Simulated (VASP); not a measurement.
# In (Fd-3m) in VASP: further runs

The runs below take In through single point, with PBE, HSE06.

Everything below comes from runs of VASP 6.6.1. Logs are shortened: lines on timing, memory, paths and dates and some standing lists are left out, and cuts for length are marked.

**1. The cell of the first run**

Symmetry: Fd-3m, No. 227, cubic system. The conventional cell has a = 6.728 Å, b = 6.728 Å, c = 6.728 Å, α = 90.00°, β = 90.00°, γ = 90.00°. Within 3.8 Å of In (site symmetry -43m) lie 4 In at 2.91 Å.

**2. Single point, PBE**

The input, INCAR:

```
SYSTEM = In
PREC = Accurate
ENCUT = 520
EDIFF = 1E-6
ISMEAR = -1
SIGMA = 0.1
LREAL = .False.
LASPH = .True.
NELM = 100
ALGO = Normal
ISIF = 2
LWAVE = .False.
LCHARG = .False.
GGA = PE
NBANDS = 20
```

The input, KPOINTS:

```
Automatic mesh
0
Gamma
  4 4 4
  0 0 0
```

The input, POSCAR:

```
In
1.0
    0.0000000000      3.3638628130      3.3638628130
    3.3638628130      0.0000000000      3.3638628130
    3.3638628130      3.3638628130      0.0000000000
In
2
Direct
    0.1250000000      0.1250000000      0.1250000000
    0.8750000000      0.8750000000      0.8750000000
```

Potentials or basis: VASP PAW PBE potentials, release 64 (In_d).

Command:

```sh
$ cat potpaw_PBE.64/In_d/POTCAR > POTCAR
$ mpirun -np 1 vasp_std > vasp.out
```

OUTCAR:

```text
SYSTEM = In
   PREC = Accurate
   ENCUT = 520
   EDIFF = 1E-6
   ISMEAR = -1
   LREAL = .False.
   LASPH = .True.
   NELM = 100
   ISIF = 2
   GGA = PE

 ion  position               nearest neighbor table
   1  0.125  0.125  0.125-   2 2.91   2 2.91   2 2.91   2 2.91
   2  0.875  0.875  0.875-   1 2.91   1 2.91   1 2.91   1 2.91

  LATTYP: Found a face centered cubic cell.
 ALAT       =     6.7277256260

  Lattice vectors:

 A1 = (   0.0000000000,   3.3638628130,   3.3638628130)
 A2 = (   3.3638628130,   0.0000000000,   3.3638628130)
 A3 = (   3.3638628130,   3.3638628130,   0.0000000000)

Analysis of symmetry for initial positions (statically):
=====================================================================
 Subroutine PRICEL returns:
 Original cell was already a primitive cell.

 Routine SETGRP: Setting up the symmetry group for a
 face centered cubic supercell.

 Subroutine GETGRP returns: Found 48 space group operations
 (whereof 12 operations were pure point group operations)
 out of a pool of 48 trial point group operations.

The static configuration has the point symmetry D_3d.
 The point group associated with its full space group is O_h .

Analysis of symmetry for dynamics (positions and initial velocities):
=====================================================================
 Subroutine PRICEL returns:
 Original cell was already a primitive cell.

 Routine SETGRP: Setting up the symmetry group for a
 face centered cubic supercell.

 Subroutine GETGRP returns: Found 48 space group operations
 (whereof 12 operations were pure point group operations)
 out of a pool of 48 trial point group operations.

The dynamic configuration has the point symmetry D_3d.
 The point group associated with its full space group is O_h .

 Subroutine INISYM returns: Found 48 space group operations
 (whereof 12 operations are pure point group operations),
 and found     1 'primitive' translations

----------------------------------------------------------------------------------------

                                     Primitive cell

  volume of cell :      76.1281

  direct lattice vectors                    reciprocal lattice vectors
     0.000000000  3.363862813  3.363862813    -0.148638642  0.148638642  0.148638642
     3.363862813  0.000000000  3.363862813     0.148638642 -0.148638642  0.148638642
     3.363862813  3.363862813  0.000000000     0.148638642  0.148638642 -0.148638642

  length of vectors
     4.757220412  4.757220412  4.757220412     0.257449680  0.257449680  0.257449680

  position of ions in fractional coordinates (direct lattice)
     0.125000000  0.125000000  0.125000000
     0.875000000  0.875000000  0.875000000

  ion indices of the primitive-cell ions
   primitive index   ion index
                 1           1
                 2           2

----------------------------------------------------------------------------------------

 KPOINTS: Automatic mesh

Automatic generation of k-mesh.
 Grid dimensions read from file:
 generate k-points for:    4    4    4

 Generating k-lattice:

  Cartesian coordinates                     Fractional coordinates (reciprocal lattice)
    -0.037159660  0.037159660  0.037159660     0.250000000  0.000000000  0.000000000
     0.037159660 -0.037159660  0.037159660     0.000000000  0.250000000  0.000000000
     0.037159660  0.037159660 -0.037159660     0.000000000  0.000000000  0.250000000

  Length of vectors
     0.064362420  0.064362420  0.064362420

  Shift w.r.t. Gamma in fractional coordinates (k-lattice)
     0.000000000  0.000000000  0.000000000

 Subroutine IBZKPT returns following result:
 ===========================================

 Found      8 irreducible k-points:

 Following reciprocal coordinates:
            Coordinates               Weight
  0.000000  0.000000  0.000000      1.000000
  0.250000  0.000000  0.000000      8.000000
  0.500000  0.000000  0.000000      4.000000
  0.250000  0.250000  0.000000      6.000000
  0.500000  0.250000  0.000000     24.000000
 -0.250000  0.250000  0.000000     12.000000
  0.500000  0.500000  0.000000      3.000000
 -0.250000  0.500000  0.250000      6.000000
   k-points           NKPTS =      8   k-points in BZ     NKDIM =      8   number of bands    NBANDS=     20
   number of dos      NEDOS =    301   number of ions     NIONS =      2
   total plane-waves  NPLWV =  46656
   dimension x,y,z NGX =    36 NGY =   36 NGZ =   36
   dimension x,y,z NGXF=    72 NGYF=   72 NGZF=   72
   ions per type =               2
   NGX,Y,Z   is equivalent  to a cutoff of  12.58, 12.58, 12.58 a.u.
   NGXF,Y,Z  is equivalent  to a cutoff of  25.16, 25.16, 25.16 a.u.
 SYSTEM =  In
   PREC   = accura    normal or accurate (medium, high low for compatibility)
   ISTART =      0    job   : 0-new  1-cont  2-samecut
   ICHARG =      2    charge: 1-file 2-atom 10-const
   ISPIN  =      1    spin polarized calculation?
   LNONCOLLINEAR =      F non collinear calculations
   LSORBIT =      F    spin-orbit coupling
   LASPH  =      T    aspherical Exc in radial PAW
   ENCUT  =  520.0 eV  38.22 Ry    6.18 a.u.   8.85  8.85  8.85*2*pi/ulx,y,z
   NELM   =    100;   NELMIN=  2; NELMDL= -5     # of ELM steps
   EDIFF  = 0.1E-05   stopping-criterion for ELM
   LREAL  =      F    real-space projection
   EDIFFG = 0.1E-04   stopping-criterion for IOM
   NSW    =      0    number of steps for IOM
   IBRION =     -1    ionic relax: 0-MD 1-quasi-New 2-CG
   NFREE  =      0    steps in history (QN), initial steepest desc. (CG)
   ISIF   =      2    stress and relaxation
   ISYM   =      2    0-nonsym 1-usesym 2-fastsym
   POTIM  = 0.5000    time-step for ionic-motion
   TEBEG  =    0.0;   TEEND  =   0.0 temperature during run
   PSTRESS=    0.0 pullay stress
   NELECT =      26.0000    total number of electrons
   NUPDOWN=      -1.0000    fix difference up-down
   EMIN   =  10.00;   EMAX   =-10.00  energy-range for DOS
   EFERMI =   0.00;   METHOD = LEGACY
   ISMEAR =    -1;   SIGMA  =   0.10  broadening in eV -4-tet -1-fermi 0-gaus
   EFERMI_NEDOS =   21; number of points for ismear=-14 and -15
   IALGO  =     38    algorithm
   IMIX   =      4    mixing-type and parameters
     AMIX     =   0.40;   BMIX     =  1.00
     AMIX_MAG =   1.60;   BMIX_MAG =  1.00
  volume/ion in A,a.u.               =      38.06       256.87
  Fermi-wavevector in a.u.,A,eV,Ry     =   1.144329  2.162469 17.816686  1.309489
  Thomas-Fermi vector in A             =   2.281022
   LORBIT       =      0    0 simple, 1 ext, 2 COOP (PROOUT), +10 PAW based schemes
   GGA     = PE    functional components
   LHFCALC =     F    Hartree Fock is set to
   AEXX    =    0.0000 exact exchange contribution
   IVDW    =     0    specifies the selected vdW correction
   LEPSILON=     F    determine dielectric tensor
   LRPA    =     F    only Hartree local field effects (RPA)
 non-spin polarized calculation
  energy-cutoff  :      520.00
  volume of cell :       76.13
 maximum number of plane-waves:      2085
   NGX = 17   NGY = 17   NGZ = 17

 number of electron      26.0000001 magnetization

 Free energy of the ion-electron system (eV)
  ---------------------------------------------------
  ext. energy  EPLUGINS =         0.00000000
  ---------------------------------------------------
  free energy    TOTEN  =        -4.61632475 eV

  energy without entropy =       -4.55842753  energy(sigma->0) =       -4.58737614

 E-fermi :   3.7569     XC(G=0):  -8.2928

 val. band max:        3.2169209266   @ k =   0.5000   0.5000   0.0000
 cond. band min:       3.7802356876   @ k =   0.5000   0.2500   0.0000
 fundamental gap:      0.5633147610
 Fermi energy:         3.7568519961

 k-point     1 :       0.0000    0.0000    0.0000
  band No.  band energies     occupation
      1     -10.9990      2.00000
      2     -10.9990      2.00000
      3     -10.9990      2.00000
      4     -10.9374      2.00000
      5     -10.9374      2.00000
      6     -10.5511      2.00000
      7     -10.5511      2.00000
      8     -10.5511      2.00000
      9     -10.5112      2.00000
     10     -10.5112      2.00000
     11      -4.2184      2.00000
     12       5.5560      0.00000
     13       5.8681      0.00000
     14       5.8681      0.00000
     15       5.8681      0.00000
     16       7.5383      0.00000
     17       7.5383      0.00000
     18       7.5383      0.00000
     19       9.5468      0.00000
     20      12.6484      0.00000

 k-point     2 :       0.2500    0.0000    0.0000
  band No.  band energies     occupation
      1     -11.0320      2.00000
      2     -11.0320      2.00000
      3     -10.9859      2.00000
      4     -10.8842      2.00000
      5     -10.8842      2.00000
      6     -10.5916      2.00000
      7     -10.5916      2.00000
      8     -10.5732      2.00000
      9     -10.4800      2.00000
     10     -10.4800      2.00000
     11      -3.6397      2.00000
     12       2.0284      2.00000
     13       5.0722      0.00000
     14       5.0722      0.00000
     15       6.0118      0.00000
     16       8.4048      0.00000
     17       8.4048      0.00000
     18       9.8097      0.00000
     19      10.7107      0.00000
     20      11.5974      0.00000

 k-point     3 :       0.5000    0.0000    0.0000
  band No.  band energies     occupation
      1     -11.0419      2.00000
      2     -11.0419      2.00000
      3     -10.9725      2.00000
      4     -10.8614      2.00000
      5     -10.8614      2.00000
      6     -10.6041      2.00000
      7     -10.6041      2.00000
      8     -10.5958      2.00000
      9     -10.4695      2.00000
     10     -10.4695      2.00000
     11      -2.5696      2.00000
     12      -0.2522      2.00000
     13       4.6204      0.00036
     14       4.6204      0.00036
     15       5.6613      0.00000
     16       8.4431      0.00000
     17       8.4431      0.00000
     18      10.0627      0.00000
     19      13.2248      0.00000
     20      13.4871      0.00000

 k-point     4 :       0.2500    0.2500    0.0000
  band No.  band energies     occupation
      1     -11.0305      2.00000
      2     -11.0305      2.00000
      3     -11.0168      2.00000
      4     -10.8733      2.00000
      5     -10.8088      2.00000
      6     -10.7147      2.00000
      7     -10.5720      2.00000
      8     -10.4952      2.00000
      9     -10.4952      2.00000
     10     -10.4928      2.00000
     11      -3.4331      2.00000
     12       2.0741      2.00000
     13       4.0889      0.06972
     14       4.0889      0.06972
     15       6.2291      0.00000
     16       7.5410      0.00000
     17      10.1977      0.00000
     18      10.1977      0.00000
     19      10.8340      0.00000
     20      12.5787      0.00000

 k-point     5 :       0.5000    0.2500    0.0000
  band No.  band energies     occupation
      1     -11.0808      2.00000
      2     -11.0524      2.00000
      3     -10.9388      2.00000
      4     -10.8089      2.00000
      5     -10.7765      2.00000
      6     -10.7431      2.00000
      7     -10.6442      2.00000
      8     -10.5919      2.00000
      9     -10.4543      2.00000
     10     -10.4259      2.00000
     11      -2.2637      2.00000
     12      -0.0333      2.00000
     13       2.7134      1.99994
     14       3.7802      0.88361
     15       6.5470      0.00000
     16       8.7056      0.00000
     17       9.6362      0.00000
     18      10.3582      0.00000
     19      12.9341      0.00000
     20      13.7635      0.00000

 k-point     6 :      -0.2500    0.2500    0.0000
  band No.  band energies     occupation
      1     -11.0717      2.00000
      2     -11.0592      2.00000
      3     -10.9252      2.00000
      4     -10.8565      2.00000
      5     -10.8027      2.00000
      6     -10.6698      2.00000
      7     -10.6449      2.00000
      8     -10.6048      2.00000
      9     -10.4450      2.00000
     10     -10.4416      2.00000
     11      -2.7457      2.00000
     12       0.6402      2.00000
     13       2.5955      1.99998
     14       4.5398      0.00080
     15       7.0004      0.00000
     16       9.2527      0.00000
     17       9.3696      0.00000
     18       9.4890      0.00000
     19      11.1773      0.00000
     20      12.4876      0.00000

 k-point     7 :       0.5000    0.5000    0.0000
  band No.  band energies     occupation
      1     -11.0576      2.00000
      2     -11.0576      2.00000
      3     -10.9163      2.00000
      4     -10.9163      2.00000
      5     -10.7210      2.00000
      6     -10.7210      2.00000
      7     -10.6179      2.00000
      8     -10.6179      2.00000
      9     -10.4430      2.00000
     10     -10.4430      2.00000
     11      -1.1894      2.00000
     12      -1.1894      2.00000
     13       3.2169      1.99100
     14       3.2169      1.99100
     15       6.0330      0.00000
     16       6.0331      0.00000
     17      13.0028      0.00000
     18      13.0028      0.00000
     19      14.2389      0.00000
     20      14.2389      0.00000

 k-point     8 :      -0.2500    0.5000    0.2500
  band No.  band energies     occupation
      1     -11.0845      2.00000
      2     -11.0845      2.00000
      3     -10.8360      2.00000
      4     -10.8360      2.00000
      5     -10.7384      2.00000
      6     -10.7384      2.00000
      7     -10.6787      2.00000
      8     -10.6787      2.00000
      9     -10.4184      2.00000
     10     -10.4184      2.00000
     11      -1.1080      2.00000
     12      -1.1080      2.00000
     13       2.5568      1.99999
     14       2.5568      1.99999
     15       8.8069      0.00000
     16       8.8069      0.00000
     17       9.0460      0.00000
     18       9.0460      0.00000
     19      14.1200      0.00000
     20      14.1200      0.00000

------------------------ aborting loop because EDIFF is reached ----------------------------------------

  FORCE on cell =-STRESS in cart. coord.  units (eV):
  Direction    XX          YY          ZZ          XY          YZ          ZX
  --------------------------------------------------------------------------------------
  -------------------------------------------------------------------------------------
  Total       -0.1064705     -0.1064705     -0.1064705     -0.0000000      0.0000000      0.0000000
  in kB       -2.2407584     -2.2407584     -2.2407584     -0.0000000      0.0000000      0.0000000
  external PRESSURE =      -2.2407584 kB  Pullay stress =       0.0000000 kB

 VOLUME and BASIS-vectors are now :
 -----------------------------------------------------------------------------
  energy-cutoff  :      520.00
  volume of cell :       76.13
      direct lattice vectors                 reciprocal lattice vectors
     0.000000000  3.363862813  3.363862813    -0.148638642  0.148638642  0.148638642
     3.363862813  0.000000000  3.363862813     0.148638642 -0.148638642  0.148638642
     3.363862813  3.363862813  0.000000000     0.148638642  0.148638642 -0.148638642

 POSITION                                       TOTAL-FORCE (eV/Angst)
 -----------------------------------------------------------------------------------
      0.84097      0.84097      0.84097        -0.000000      0.000000      0.000000
      5.88676      5.88676      5.88676         0.000000     -0.000000     -0.000000
 -----------------------------------------------------------------------------------
    total drift:                                0.000000      0.000000      0.000000

  FREE ENERGIE OF THE ION-ELECTRON SYSTEM (eV)
  ---------------------------------------------------
  free  energy   TOTEN  =        -4.6163247491 eV

  energy  without entropy=       -4.5584275336  energy(sigma->0) =       -4.58737614
```

It took 11 s on 1 thread of Intel Xeon Platinum 8124M at 3.00GHz (Skylake/Cascade Lake), shared host; peak memory 0.2 GiB.

What came out:

```
Free energy            : -4.6163 eV
Pressure               : -0.2 GPa
Band gap on the k mesh : zero (band 13 reaches 5.87 eV, above the bottom of band 14 at 2.56 eV)
```

Caveat: the k points lie up to 0.40 Å⁻¹ apart; spin-orbit coupling is left out, which moves the levels of the heavy elements.

**3. Single point, HSE06**

POSCAR is that of step 2.

The input, INCAR.step1:

```
ALGO     = Normal         # electronic algorithm
EDIFF    = 1E-5           # SCF threshold, eV
ENCUT    = 520            # plane-wave cutoff, eV
GGA      = PE             # functional
ISIF     = 2              # what is computed and relaxed
ISMEAR   = -1             # smearing method
LASPH    = True           # aspherical terms in the spheres
LCHARG   = False          # write CHGCAR
LREAL    = False          # projectors in reciprocal space
LWAVE    = True           # write WAVECAR
NBANDS   = 20             # bands
NELM     = 80             # most SCF steps
PREC     = Accurate       # precision mode
SIGMA    = 0.1            # smearing width, eV
```

The input, INCAR.step2:

```
ALGO     = Normal         # electronic algorithm
EDIFF    = 1E-6           # SCF threshold, eV
ENCUT    = 520            # plane-wave cutoff, eV
GGA      = PE             # functional
HFSCREEN = 0.2079         # screening, 1/A
ISIF     = 2              # what is computed and relaxed
ISMEAR   = -1             # smearing method
ISTART   = 1            
LASPH    = True           # aspherical terms in the spheres
LCHARG   = False          # write CHGCAR
LHFCALC  = True           # exact exchange
LREAL    = False          # projectors in reciprocal space
LWAVE    = False          # write WAVECAR
NBANDS   = 20             # bands
NELM     = 80             # most SCF steps
PREC     = Accurate       # precision mode
PRECFOCK = Normal       
SIGMA    = 0.1            # smearing width, eV
```

The input, KPOINTS:

```
k-points
0
Gamma
  4 4 4
```

Potentials or basis: VASP PAW PBE potentials, release 64 (In_d).

Command:

```sh
$ cat potpaw_PBE.64/In_d/POTCAR > POTCAR
$ cp INCAR.step1 INCAR
$ mpirun -np 1 vasp_std > vasp.out
$ cp INCAR.step2 INCAR
$ mpirun -np 1 vasp_std > vasp.out
```

It took 16 min on 1 thread of Intel Xeon Platinum 8124M at 3.00GHz (Skylake/Cascade Lake), shared host; peak memory 0.32 GiB.

It converged, with:

| Quantity | Value |
| --- | --- |
| Free energy | -5.2236 eV |
| Pressure | -1.1 GPa |
| Band gap on the k mesh | zero (band 13 reaches 6.05 eV, above the bottom of band 14 at 2.28 eV) |

Levels at points of the mesh, in eV from the Fermi level:
```
           k point  band 10  band 11  band 12  band 13  band 14  band 15
(0.00, 0.00, 0.00)   -16.30    -9.03     2.34     2.37     2.37     2.37
(0.50, 0.00, 0.00)   -16.25    -7.12    -4.54     0.99     0.99     2.26
(0.50, 0.50, 0.00)   -16.23    -5.55    -5.55    -0.63    -0.63     2.49
```

Caveat: the k points lie up to 0.40 Å⁻¹ apart; the PAW data sets were made with another functional, which shifts forces and pressure a little; spin-orbit coupling is left out, which moves the levels of the heavy elements.
